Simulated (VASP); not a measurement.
Crystal: Al2O3.

```xyz
5
Lattice="3.0175 0.0000 0.0000 -1.5087 2.6132 0.0000 0.0000 0.0000 7.5746" Properties=species:S:1:pos:R:3 pbc="T T T"
Al    0.0000    0.0000    5.4693
Al    0.0000    0.0000    2.1054
O     0.0000    0.0000    3.7873
O     1.5087    0.8711    6.0638
O     0.0000    1.7421    1.5108
```

Program: VASP 6.6.1. Alike in all runs: task single point; no spin polarisation; cell as given; cutoff (eV) 520.

Q: Order these runs on this cell by their band gap on the k mesh, lowest first.
A. level LDA; potentials or basis VASP PAW LDA potentials, release 64 (Al, O); k mesh 12 × 12 × 4; smearing gaussian 0.01 eV
B. level PBE0; potentials or basis VASP PAW PBE potentials, release 64 (Al, O); k mesh 6 × 6 × 2; smearing fermi-dirac 0.05 eV; grid for exact exchange (PRECFOCK) Normal; share of exact exchange 0.25
C. level r2SCAN0; potentials or basis VASP PAW PBE potentials, release 64 (Al, O); k mesh 6 × 6 × 2; smearing fermi-dirac 0.05 eV; grid for exact exchange (PRECFOCK) Fast; share of exact exchange 0.25
D. level r2SCAN; potentials or basis VASP PAW PBE potentials, release 64 (Al, O); k mesh 12 × 12 × 4; smearing gaussian 0.01 eV

A: A (2.19 eV), D (2.95 eV), B (4.67 eV), C (5.11 eV).

Caveats: the cell stands under tension.

A k mesh can miss the band edges.
